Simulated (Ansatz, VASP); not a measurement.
# One calculation of BeTe, two programs

Contents of INCAR:

```
  ALGO = Normal
  EDIFF = 1E-6
  ENCUT = 520
  GGA = PE
  ISIF = 2
  ISMEAR = -1
  LASPH = True
  LCHARG = False
  LREAL = False
  LWAVE = False
  NBANDS = 11
  NELM = 100
  PREC = Accurate
  SIGMA = 0.02
```

File KPOINTS:

```
k-points
0
Gamma
  8 8 8
```

Contents of POSCAR:

```
BeTe
1.0
    0.0000000000      2.6871924460      2.9308310144
    2.6871924460      0.0000000000      2.9308310144
    2.6871924460      2.6871924460      0.0000000000
Be Te
1 1
Direct
    0.0000000000      0.0000000000      0.0000000000
    0.2500000000      0.2500000000      0.2500000000
```

Input for Ansatz:

```yaml
crystal:
  lattice:
    - [0.0, 2.687192446, 2.9308310144]
    - [2.687192446, 0.0, 2.9308310144]
    - [2.687192446, 2.687192446, 0.0]
  atoms:
    - { symbol: Be, position: [0.0, 0.0, 0.0] }
    - { symbol: Te, position: [0.25, 0.25, 0.25] }
kpoints:
  mp_grid: { grid: [8, 8, 8] }
  band_path:
    path:
      - [0.0, 0.0, 0.0]
      - [-0.5, -0.5, 0.0]
      - [-0.375, -0.375, 0.25]
      - [-0.375, 0.0, 0.375]
      - [0.0, 0.0, 0.5]
      - [-0.5, -0.25, 0.25]
      - [0.0, 0.5, 0.5]
    npoints: 1
hamiltonian:
  xc: pbe
scf:
  occupations: { method: fermi_dirac, width: 0.02 }
  n_extra_bands: 4
output:
  forces: true
  stress: true
  eigenvalues: true
```

Change from the starting cell: epitaxial_xy strain -5.0%.

Alike in both runs: task single point; functional PBE; k mesh 8 × 8 × 8; occupations fermi-dirac, width 0.02 eV; no spin polarisation.

|  | VASP | Ansatz |
| --- | --- | --- |
| version | VASP 6.6.1 | Ansatz 0.2.0 |
| potentials or method | VASP PAW PBE potentials, release 64 (Be, Te) | plane waves, PAW |
| plane-wave cutoff (eV) | 520 | 420 |
| valence electrons in the cell | 8 | 18 |

VASP gave:

```
gap on the k mesh at the Fermi level (eV)                     : 1.45
pressure (GPa)                                                : 4.7
traceless stress, the component that is largest in VASP (GPa) : -4.25
```

What did Ansatz give for the same quantities?

gap on the k mesh at the Fermi level (eV): 1.47; pressure (GPa): 4.6; traceless stress, the component that is largest in VASP (GPa): -4.27.

The functional is the same, so the differences come from potentials, cutoffs and numerics. VASP's potentials hold 8 valence electrons a cell and Ansatz's 18, so a difference there can come from the potentials and not from the codes.

Neither program's run includes spin-orbit coupling.
